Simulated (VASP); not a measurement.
# HfN (P6/mmm) in VASP: further runs, part 2 of 2

VASP 6.6.1. Earlier steps stand in the parts before.

### Step 3. Single point, PBE

This run uses another cell than the first one, of 17.36 Å³/atom, 1.103 times its volume.

The input, INCAR:

```
PREC = Accurate ; ENCUT = 520
EDIFF = 1E-6 ; ISMEAR = -1
SIGMA = 0.05 ; LREAL = F
LASPH = T ; NELM = 80
ALGO = Normal ; ISIF = 2
LWAVE = F ; LCHARG = F
GGA = PE ; NBANDS = 14
```

The input, KPOINTS:

```
regular mesh
0
Gamma
  9 9 7
```

The input, POSCAR:

```
HfN
1.0
    3.1778777936     -0.0000026721      0.0000000000
   -1.5889365827      2.7521242354      0.0000000000
    0.0000000000      0.0000000000      3.9688347082
Hf N
1 1
Direct
    0.0000000000      0.0000000000      0.5000000000
    0.0000000000      0.0000000000      0.0000000000
```

Potentials or basis: VASP PAW PBE potentials, release 64 (Hf_pv, N).

Started as:

```console
cat potpaw_PBE.64/Hf_pv/POTCAR potpaw_PBE.64/N/POTCAR > POTCAR
mpirun -np 1 vasp_std > vasp.out
```

OUTCAR:

```text
PREC = Accurate
   ENCUT = 520
   EDIFF = 1E-6
   ISMEAR = -1
   LREAL = F
   LASPH = T
   NELM = 80
   ISIF = 2
   GGA = PE

 ion  position               nearest neighbor table
   1  0.000  0.000  0.500-   2 1.98   2 1.98
   2  0.000  0.000  0.000-   1 1.98   1 1.98

  LATTYP: Found a hexagonal cell.
 ALAT       =     3.1778777936
 C/A-ratio  =     1.2488946920

  Lattice vectors:

 A1 = (   3.1778777936,  -0.0000026721,   0.0000000000)
 A2 = (  -1.5889365827,   2.7521242354,   0.0000000000)
 A3 = (   0.0000000000,   0.0000000000,   3.9688347082)

Analysis of symmetry for initial positions (statically):
=====================================================================
 Subroutine PRICEL returns:
 Original cell was already a primitive cell.

 Routine SETGRP: Setting up the symmetry group for a
 hexagonal supercell.

 Subroutine GETGRP returns: Found 24 space group operations
 (whereof 24 operations were pure point group operations)
 out of a pool of 24 trial point group operations.

The static configuration has the point symmetry D_6h.

Analysis of symmetry for dynamics (positions and initial velocities):
=====================================================================
 Subroutine PRICEL returns:
 Original cell was already a primitive cell.

 Routine SETGRP: Setting up the symmetry group for a
 hexagonal supercell.

 Subroutine GETGRP returns: Found 24 space group operations
 (whereof 24 operations were pure point group operations)
 out of a pool of 24 trial point group operations.

The dynamic configuration has the point symmetry D_6h.

 Subroutine INISYM returns: Found 24 space group operations
 (whereof 24 operations are pure point group operations),
 and found     1 'primitive' translations

----------------------------------------------------------------------------------------

                                     Primitive cell
[... 118 lines left out ...]
   AEXX    =    0.0000 exact exchange contribution
   IVDW    =     0    specifies the selected vdW correction
   LEPSILON=     F    determine dielectric tensor
   LRPA    =     F    only Hartree local field effects (RPA)
 non-spin polarized calculation
  energy-cutoff  :      520.00
  volume of cell :       34.71
 maximum number of plane-waves:       951
 NGX is ok and might be reduce to    24
   NGX = 11   NGY = 11   NGZ = 15

 number of electron      14.9999999 magnetization

 Free energy of the ion-electron system (eV)
  ---------------------------------------------------
  ext. energy  EPLUGINS =         0.00000000
  ---------------------------------------------------
  free energy    TOTEN  =       -16.94014169 eV

  energy without entropy =      -16.92346417  energy(sigma->0) =      -16.93180293

 E-fermi :   2.6782     XC(G=0): -10.4780

 val. band max:        2.6588891859   @ k =   0.2222   0.2222   0.2857
 cond. band min:       2.7098490563   @ k =   0.3333   0.2222   0.2857
 fundamental gap:      0.0509598704
 Fermi energy:         2.6782157848

 k-point     1 :       0.0000    0.0000    0.0000
  band No.  band energies     occupation
      1     -27.1475      2.00000
      2     -27.0963      2.00000
      3     -27.0963      2.00000
      4     -10.9404      2.00000
      5      -1.2373      2.00000
      6       2.5057      1.93844
      7       3.4234      0.00000
      8       3.4234      0.00000
      9       4.7327      0.00000
     10       4.7327      0.00000
     11       7.7673      0.00000
     12       7.7673      0.00000
     13      11.6653      0.00000
     14      12.7941      0.00000
[... 377 lines left out ...]
      1     -27.5118      2.00000
      2     -27.5118      2.00000
      3     -27.0758      2.00000
      4      -9.8112      2.00000
      5       0.5052      2.00000
      6       0.5052      2.00000
      7       2.2436      1.99966
      8       3.8823      0.00000
      9       3.8823      0.00000
     10       5.9711      0.00000
     11       5.9711      0.00000
     12       9.1689      0.00000
     13      14.0019      0.00000
     14      14.0019      0.00000

 [... further k-points ...]

------------------------ aborting loop because EDIFF is reached ----------------------------------------

  FORCE on cell =-STRESS in cart. coord.  units (eV):
  Direction    XX          YY          ZZ          XY          YZ          ZX
  --------------------------------------------------------------------------------------
  -------------------------------------------------------------------------------------
  Total        2.1412302      2.1412302      2.2708037     -0.0000000     -0.0000000      0.0000000
  in kB       98.8338956     98.8338956    104.8146868     -0.0000000     -0.0000000      0.0000000
  external PRESSURE =     100.8274927 kB  Pullay stress =       0.0000000 kB

 VOLUME and BASIS-vectors are now :
 -----------------------------------------------------------------------------
  energy-cutoff  :      520.00
  volume of cell :       34.71
      direct lattice vectors                 reciprocal lattice vectors
     3.177877794 -0.000002672  0.000000000     0.314675564  0.181677669  0.000000000
    -1.588936583  2.752124235  0.000000000     0.000000306  0.363355866  0.000000000
     0.000000000  0.000000000  3.968834708     0.000000000  0.000000000  0.251963126

 POSITION                                       TOTAL-FORCE (eV/Angst)
 -----------------------------------------------------------------------------------
      0.00000      0.00000      1.98442         0.000000      0.000000      0.000000
      0.00000      0.00000      0.00000        -0.000000      0.000000      0.000000
 -----------------------------------------------------------------------------------
    total drift:                                0.000000     -0.000000      0.000000

  FREE ENERGIE OF THE ION-ELECTRON SYSTEM (eV)
  ---------------------------------------------------
  free  energy   TOTEN  =       -16.9401416907 eV

  energy  without entropy=      -16.9234641669  energy(sigma->0) =      -16.93180293
```

OSZICAR:

```text
N       E                     dE             d eps       ncg     rms          rms(c)
DAV:   1     0.359356461220E+02    0.35936E+02   -0.76128E+03  1344   0.968E+02
DAV:   2    -0.195297365002E+02   -0.55465E+02   -0.48983E+02  1730   0.215E+02
DAV:   3    -0.219074869119E+02   -0.23778E+01   -0.23619E+01  1680   0.352E+01
DAV:   4    -0.219241500381E+02   -0.16663E-01   -0.16661E-01  1676   0.342E+00
DAV:   5    -0.219243799422E+02   -0.22990E-03   -0.22990E-03  1710   0.351E-01    0.557E+01
DAV:   6    -0.192083626545E+02    0.27160E+01   -0.36586E+01  1646   0.295E+01    0.389E+01
DAV:   7    -0.175135326228E+02    0.16948E+01   -0.12043E+01  1628   0.160E+01    0.336E+01
DAV:   8    -0.170883977990E+02    0.42513E+00   -0.40410E+00  1742   0.891E+00    0.111E+01
DAV:   9    -0.169387598843E+02    0.14964E+00   -0.29671E-01  1684   0.359E+00    0.602E-01
DAV:  10    -0.169401774127E+02   -0.14175E-02   -0.14028E-02  1638   0.792E-01    0.814E-01
DAV:  11    -0.169403912411E+02   -0.21383E-03   -0.51185E-04  1740   0.160E-01    0.402E-01
DAV:  12    -0.169401599506E+02    0.23129E-03   -0.76513E-04  1656   0.174E-01    0.189E-01
DAV:  13    -0.169401411464E+02    0.18804E-04   -0.74540E-05  1710   0.614E-02    0.117E-01
DAV:  14    -0.169401416907E+02   -0.54430E-06   -0.46870E-06  1740   0.180E-02
   1 F= -.16940142E+02 E0= -.16931803E+02  d E =-.166775E-01
```

stdout:

```text
POSCAR found type information on POSCAR HfN
 POSCAR found :  2 types and       2 ions
 scaLAPACK will be used
 LDA part: xc-table for (Slater+PW92), standard interpolation
 POSCAR, INCAR and KPOINTS ok, starting setup
 FFT: planning ... GRIDC
 FFT: planning ... GRID_SOFT
 FFT: planning ... GRID
 WAVECAR not read
 entering main loop
```

It took 13 s on 1 thread of Intel Xeon 6975P-C, shared host; peak memory 0.16 GiB.

What came out:

```
Free energy : -16.9401 eV
Pressure    : 10.1 GPa
```

Levels at points of the mesh, in eV from the Fermi level:
```
           k point  band 6  band 7  band 8  band 9  band 10  band 11
(0.00, 0.00, 0.00)   -0.17    0.75    0.75    2.05     2.05     5.09
```

Caveat: spin-orbit coupling is left out, which moves the levels of the heavy elements.

### Step 4. Single point, LDA

This run uses another cell than the first one, of 20.26 Å³/atom, 1.288 times its volume.

The input, INCAR:

```
  PREC = Accurate
  ENCUT = 520
  EDIFF = 1E-6
  ISMEAR = -1
  SIGMA = 0.05
  LREAL = False
  LASPH = True
  NELM = 100
  ALGO = Normal
  ISIF = 2
  LWAVE = False
  LCHARG = False
  NBANDS = 14
```

KPOINTS is that of step 3.

The input, POSCAR:

```
HfN
1.0
    3.4332100000      0.0000000000      0.0000000000
   -1.7166000000      2.9732400000      0.0000000000
    0.0000000000      0.0000000000      3.9698200000
Hf N
1 1
Direct
    0.0000000000      0.0000000000      0.5000000000
    0.0000000000      0.0000000000      0.0000000000
```

Potentials or basis: VASP PAW LDA potentials, release 64 (Hf_pv, N).

Started as:

```console
cat potpaw_LDA.64/Hf_pv/POTCAR potpaw_LDA.64/N/POTCAR > POTCAR
mpirun -np 1 vasp_std > vasp.out
```

OUTCAR:

```text
PREC = Accurate
   ENCUT = 520
   EDIFF = 1E-6
   ISMEAR = -1
   LREAL = False
   LASPH = True
   NELM = 100
   ISIF = 2

 ion  position               nearest neighbor table
   1  0.000  0.000  0.500-   2 1.98   2 1.98
   2  0.000  0.000  0.000-   1 1.98   1 1.98

  LATTYP: Found a hexagonal cell.
 ALAT       =     3.4332100000
 C/A-ratio  =     1.1562997894

  Lattice vectors:

 A1 = (   3.4332100000,   0.0000000000,   0.0000000000)
 A2 = (  -1.7166000000,   2.9732400000,   0.0000000000)
 A3 = (   0.0000000000,   0.0000000000,   3.9698200000)

Analysis of symmetry for initial positions (statically):
=====================================================================
 Subroutine PRICEL returns:
 Original cell was already a primitive cell.

 Routine SETGRP: Setting up the symmetry group for a
 hexagonal supercell.

 Subroutine GETGRP returns: Found 24 space group operations
 (whereof 24 operations were pure point group operations)
 out of a pool of 24 trial point group operations.

The static configuration has the point symmetry D_6h.

[... 172 lines left out ...]
      4     -11.5317      2.00000
      5      -1.8873      2.00000
      6       1.5840      0.29115
      7       1.9575      0.00019
      8       1.9576      0.00019
      9       3.3150      0.00000
     10       3.3151      0.00000
     11       5.6849      0.00000
     12       5.6849      0.00000
     13      10.3895      0.00000
     14      11.2435      0.00000
[... 377 lines left out ...]
      1     -28.7972      2.00000
      2     -28.7971      2.00000
      3     -28.4254      2.00000
      4     -10.7267      2.00000
      5      -0.4218      2.00000
      6      -0.4218      2.00000
      7       1.0545      1.99970
      8       2.7130      0.00000
      9       2.7130      0.00000
     10       4.8378      0.00000
     11       4.8378      0.00000
     12       6.4219      0.00000
     13      10.7042      0.00000
     14      10.7042      0.00000

 [... further k-points ...]

------------------------ aborting loop because EDIFF is reached ----------------------------------------

  FORCE on cell =-STRESS in cart. coord.  units (eV):
  Direction    XX          YY          ZZ          XY          YZ          ZX
  --------------------------------------------------------------------------------------
  -------------------------------------------------------------------------------------
  Total       -0.8696033     -0.8695992     -2.3307590     -0.0000015      0.0000000     -0.0000000
  in kB      -34.3819601    -34.3817964    -92.1524314     -0.0000578      0.0000000     -0.0000000
  external PRESSURE =     -53.6387293 kB  Pullay stress =       0.0000000 kB

 VOLUME and BASIS-vectors are now :
 -----------------------------------------------------------------------------
  energy-cutoff  :      520.00
  volume of cell :       40.52
      direct lattice vectors                 reciprocal lattice vectors
     3.433210000  0.000000000  0.000000000     0.291272599  0.168166224  0.000000000
    -1.716600000  2.973240000  0.000000000     0.000000000  0.336333428  0.000000000
     0.000000000  0.000000000  3.969820000     0.000000000  0.000000000  0.251900590

 POSITION                                       TOTAL-FORCE (eV/Angst)
 -----------------------------------------------------------------------------------
      0.00000      0.00000      1.98491         0.000000      0.000000      0.000000
      0.00000      0.00000      0.00000         0.000000      0.000000      0.000000
 -----------------------------------------------------------------------------------
    total drift:                               -0.000000     -0.000000      0.000000

  FREE ENERGIE OF THE ION-ELECTRON SYSTEM (eV)
  ---------------------------------------------------
  free  energy   TOTEN  =       -18.5190906802 eV

  energy  without entropy=      -18.5089051275  energy(sigma->0) =      -18.51399790
```

Wall time 21 s (1 thread of Intel Xeon 6975P-C, shared host); peak memory 0.16 GiB.

Results:

- Free energy: -18.5191 eV
- Pressure: -5.4 GPa

Stress tensor (GPa, compression positive):
```
-3.44  0.00  0.00
 0.00 -3.44  0.00
 0.00  0.00 -9.22
```

Caveat: spin-orbit coupling is left out, which moves the levels of the heavy elements.

### Step 5. Single point, r2SCAN

This run uses another cell than the first one, of 20.26 Å³/atom, 1.288 times its volume.

POSCAR is that of step 4.

The input, INCAR.step1:

```
SYSTEM = HfN
ALGO     = Normal         ! electronic algorithm
EDIFF    = 1E-4           ! SCF threshold, eV
ENCUT    = 520            ! plane-wave cutoff, eV
GGA      = PE             ! functional
ISMEAR   = -1             ! smearing method
LASPH    = .True.         ! aspherical terms in the spheres
LCHARG   = .False.        ! write CHGCAR
LREAL    = .False.        ! projectors in reciprocal space
LWAVE    = .True.         ! write WAVECAR
NBANDS   = 14             ! bands
NELM     = 60             ! most SCF steps
PREC     = Accurate       ! precision mode
SIGMA    = 0.05           ! smearing width, eV
```

The input, INCAR.step2:

```
SYSTEM = HfN
ALGO     = Normal         ! electronic algorithm
EDIFF    = 1E-6           ! SCF threshold, eV
ENCUT    = 520            ! plane-wave cutoff, eV
ISIF     = 2              ! what is computed and relaxed
ISMEAR   = -1             ! smearing method
ISTART   = 1            
LASPH    = .True.         ! aspherical terms in the spheres
LCHARG   = .True.         ! write CHGCAR
LELF     = .True.         ! ELF
LMIXTAU  = .True.       
LREAL    = .False.        ! projectors in reciprocal space
LVHAR    = .True.       
LWAVE    = .False.        ! write WAVECAR
METAGGA  = R2SCAN         ! meta-GGA
NBANDS   = 14             ! bands
NELM     = 60             ! most SCF steps
PREC     = Accurate       ! precision mode
SIGMA    = 0.05           ! smearing width, eV
```

The input, KPOINTS:

```
k-points
0
Gamma
  9 9 7
  0 0 0
```

Potentials or basis: VASP PAW PBE potentials, release 64 (Hf_pv, N).

Started as:

```console
cat potpaw_PBE.64/Hf_pv/POTCAR potpaw_PBE.64/N/POTCAR > POTCAR
cp INCAR.step1 INCAR
mpirun -np 1 vasp_std > vasp.out
cp INCAR.step2 INCAR
mpirun -np 1 vasp_std > vasp.out
```

Wall time 83 s (1 thread of Intel Xeon 6975P-C, shared host); peak memory 0.18 GiB.

It converged, with:

* Free energy: -53.1799 eV
* Pressure: -1.5 GPa

Stress tensor (GPa, compression positive):
```
-0.03  0.00  0.00
 0.00 -0.03  0.00
 0.00  0.00 -4.34
```

Levels at points of the mesh, in eV from the Fermi level:
```tsv
k point	band 5	band 6	band 7	band 8	band 9	band 10	band 11	band 12
(0.00, 0.00, 0.00)	-3.52	-0.03	0.47	0.47	2.10	2.10	4.68	4.68
```

Caveat: the PAW data sets were made with another functional, which shifts forces and pressure a little; spin-orbit coupling is left out, which moves the levels of the heavy elements.

### Step 6. Relaxation of cell and atoms, PBE, target pressure 10 GPa, at which the enthalpy is minimised

This run uses another cell than the first one, of 20.26 Å³/atom, 1.288 times its volume.

The input, INCAR:

```
ALGO     = Normal         # electronic algorithm
EDIFF    = 1E-7           # SCF threshold, eV
EDIFFG   = -0.01          # ionic threshold
ENCUT    = 600            # plane-wave cutoff, eV
GGA      = PE             # functional
IBRION   = 2              # ionic algorithm
ISIF     = 3              # what is computed and relaxed
ISMEAR   = -1             # smearing method
LASPH    = True           # aspherical terms in the spheres
LCHARG   = False          # write CHGCAR
LREAL    = False          # projectors in reciprocal space
LWAVE    = False          # write WAVECAR
NELM     = 80             # most SCF steps
NSW      = 60             # ionic steps
PREC     = Accurate       # precision mode
PSTRESS  = 100.0        
SIGMA    = 0.05           # smearing width, eV
```

The input, KPOINTS:

```
k-points
0
Gamma
  9 9 7
```

POSCAR is that of step 5.

Potentials or basis: VASP PAW PBE potentials, release 64 (Hf_pv, N).

Started as:

```console
cat potpaw_PBE.64/Hf_pv/POTCAR potpaw_PBE.64/N/POTCAR > POTCAR
mpirun -np 1 vasp_std > vasp.out
```

Run time: 2.1 min. Hardware: 1 thread of Intel Xeon 6975P-C, shared host; peak memory 0.2 GiB.

It converged, with:

| Item | Value |
| --- | --- |
| Free energy | -16.9440 eV |
| Relaxed volume | 17.34 Å³/atom |
| Relaxed cell | a = 3.175 Å, b = 3.175 Å, c = 3.971 Å, α = 90.00°, β = 90.00°, γ = 120.00° |
| Space group after relaxing (to 0.05 Å) | P6/mmm (No. 191) |
| Energy change on relaxing (the enthalpy is what falls) | +82.9 meV/atom |
| Ionic steps | 8 |
| Pressure after relaxing | 10.0 GPa |

Stress tensor (GPa, compression positive):
```
 9.95  0.00  0.00
 0.00  9.95  0.00
 0.00  0.00 10.08
```

Step by step:
```csv
step,energy change (eV),largest force (eV/Å),pressure (GPa),volume (Å³)
1,0.0000,0.0000,0.41,40.52
2,0.5240,0.0000,26.57,33.82
3,0.0803,0.0000,9.63,37.80
4,0.1807,0.0000,11.17,34.45
5,0.1806,0.0000,11.17,34.45
6,0.1403,0.0000,8.09,35.13
7,0.1637,0.0000,9.97,34.71
8,0.1658,0.0000,9.99,34.67
```

Final structure:
```
CELL_PARAMETERS angstrom
3.17520 0.00000 0.00000
-1.58760 2.74980 0.00000
0.00000 0.00000 3.97133
ATOMIC_POSITIONS crystal
Hf 0.00000 0.00000 0.50000
N 0.00000 0.00000 0.00000
```

Levels at points of the mesh, in eV from the Fermi level:
| k point | band 4 | band 5 | band 6 | band 7 | band 8 | band 9 | band 10 | band 11 |
| --- | --- | --- | --- | --- | --- | --- | --- | --- |
| (0.00, 0.00, 0.00) | -13.62 | -3.92 | -0.18 | 0.75 | 0.75 | 2.06 | 2.06 | 5.10 |

Caveat: the cell is relaxed towards a set pressure, so the enthalpy falls and the energy may rise; spin-orbit coupling is left out, which moves the levels of the heavy elements.

### Step 7. The runs side by side

```tsv
task	level	potentials or basis	cell	cutoff (eV)	gap on the mesh (eV)	pressure (GPa)
single point	PBE	VASP PAW PBE potentials, release 64 (Hf_pv, N)	a = 3.027, b = 3.027, c = 3.965 Å, angles 90.0, 90.0, 120.0°, 2 atoms	520	none	20.2
single point	PBE	VASP PAW PBE potentials, release 64 (Hf_pv, N)	a = 3.178, b = 3.178, c = 3.969 Å, angles 90.0, 90.0, 120.0°, 2 atoms	520	none	10.1
single point	LDA	VASP PAW LDA potentials, release 64 (Hf_pv, N)	a = 3.433, b = 3.433, c = 3.970 Å, angles 90.0, 90.0, 120.0°, 2 atoms	520	none	-5.4
single point	r2SCAN	VASP PAW PBE potentials, release 64 (Hf_pv, N)	a = 3.433, b = 3.433, c = 3.970 Å, angles 90.0, 90.0, 120.0°, 2 atoms	520	none	-1.5
relaxation of cell and atoms	PBE	VASP PAW PBE potentials, release 64 (Hf_pv, N)	relaxed to 10 GPa from a = 3.433, b = 3.433, c = 3.970 Å, angles 90.0, 90.0, 120.0°, 2 atoms	600	none	10.0
```

Alike in all rows: no spin polarisation; k mesh 9 × 9 × 7; smearing fermi-dirac 0.05 eV.

Caveats: spin-orbit coupling is left out, which moves the levels of the heavy elements; the PAW data sets were made with another functional, which shifts forces and pressure a little (some runs); the cell is relaxed towards a set pressure, so the enthalpy falls and the energy may rise (some runs).

Absolute energies hang on the potentials; compare differences alone.
